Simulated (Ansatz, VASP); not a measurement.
**One calculation of TePb, two programs**

File INCAR:

```
PREC = Accurate ; ENCUT = 520
EDIFF = 1E-6 ; ISMEAR = -1
SIGMA = 0.02 ; LREAL = False
LASPH = True ; NELM = 100
ALGO = Normal ; ISIF = 2
LWAVE = False ; LCHARG = False
GGA = PE ; NBANDS = 17
```

Contents of KPOINTS:

```
Automatic mesh
0
Gamma
  8 8 8
```

Contents of POSCAR:

```
TePb
1.0
    0.0000000000      3.2678368377      3.2841760219
    3.2678368377      0.0000000000      3.2841760219
    3.2678368377      3.2678368377      0.0000000000
Pb Te
1 1
Direct
    0.0000000000      0.0000000000      0.0000000000
    0.5000000000      0.5000000000      0.5000000000
```

Input for Ansatz:

```yaml
crystal:
  lattice:
    - [0.0, 3.2678368377, 3.2841760219]
    - [3.2678368377, 0.0, 3.2841760219]
    - [3.2678368377, 3.2678368377, 0.0]
  atoms:
    - { symbol: Pb, position: [0.0, 0.0, 0.0] }
    - { symbol: Te, position: [0.5, 0.5, 0.5] }
kpoints:
  mp_grid: { grid: [8, 8, 8] }
  band_path:
    path:
      - [0.0, 0.0, 0.0]
      - [0.5, 0.0, 0.5]
      - [0.625, 0.25, 0.625]
      - [0.375, 0.375, 0.75]
      - [0.5, 0.5, 0.5]
      - [0.5, 0.25, 0.75]
      - [0.0, 0.0, 0.5]
    npoints: 1
hamiltonian:
  xc: pbe
scf:
  occupations: { method: fermi_dirac, width: 0.02 }
  n_extra_bands: 4
output:
  forces: true
  stress: true
  eigenvalues: true
```

Change from the starting cell: uniaxial_z strain +0.5%.

Alike in both runs: task single point; functional PBE; k mesh 8 × 8 × 8; occupations fermi-dirac, width 0.02 eV; no spin polarisation.

|  | VASP | Ansatz |
| --- | --- | --- |
| version | VASP 6.6.1 | Ansatz 0.2.0 |
| potentials or method | VASP PAW PBE potentials, release 64 (Pb_d, Te) | plane waves, PAW |
| plane-wave cutoff (eV) | 520 | 420 |
| valence electrons in the cell | 20 | 30 |

|  | VASP | Ansatz | Ansatz less VASP |
| --- | --- | --- | --- |
| gap on the k mesh at the Fermi level (eV) | 0.81 | 0.81 | -0.004 |
| pressure (GPa) | 0.4 | 0.4 | +0.06 |
| traceless stress, the component that is largest in VASP (GPa) | -0.34 | -0.34 | 0.000 |

With one functional, cell and mesh, what is left measures potentials, basis and numerics. VASP's potentials hold 20 valence electrons a cell and Ansatz's 30, so a difference there can come from the potentials and not from the codes.

Spin-orbit coupling is off throughout.
